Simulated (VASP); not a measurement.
Sb, 1 atom in the cell. Symmetry: Fm-3m, No. 225, cubic system. Conventional cell: a = 4.700 Å, b = 4.700 Å, c = 4.700 Å, α = 90.00°, β = 90.00°, γ = 90.00°. Within 4.4 Å of Sb (site symmetry m-3m) lie 12 Sb at 3.32 Å.  This cell differs from its parent crystal: volume scaled by 1.06.

* Program: VASP 6.6.1
* Task: single point
* Functional: PBEsol
* Potentials or basis: VASP PAW PBE potentials, release 64 (Sb)
* Cutoff: 520 eV
* k mesh: 12 × 12 × 12
* Occupations: fermi-dirac, width 0.05 eV
* Spin: no spin polarisation
* Dipole correction: no
* Further INCAR settings: ALGO = Normal; EDIFF = 1e-06; NBANDS = 8

Potentials or basis: VASP PAW PBE potentials, release 64 (Sb).

Command:

```sh
$ cat potpaw_PBE.64/Sb/POTCAR > POTCAR
$ mpirun -np 1 vasp_std > vasp.out
```

Hardware: 1 thread of Intel Xeon 6975P-C, on a shared host.

Question: How long does it take, and how much memory?

Answer: Wall time 14 s on 1 thread of Intel Xeon 6975P-C, on a shared host, peak memory 0.16 GiB. Counts: scf iterations 9, k points 72.
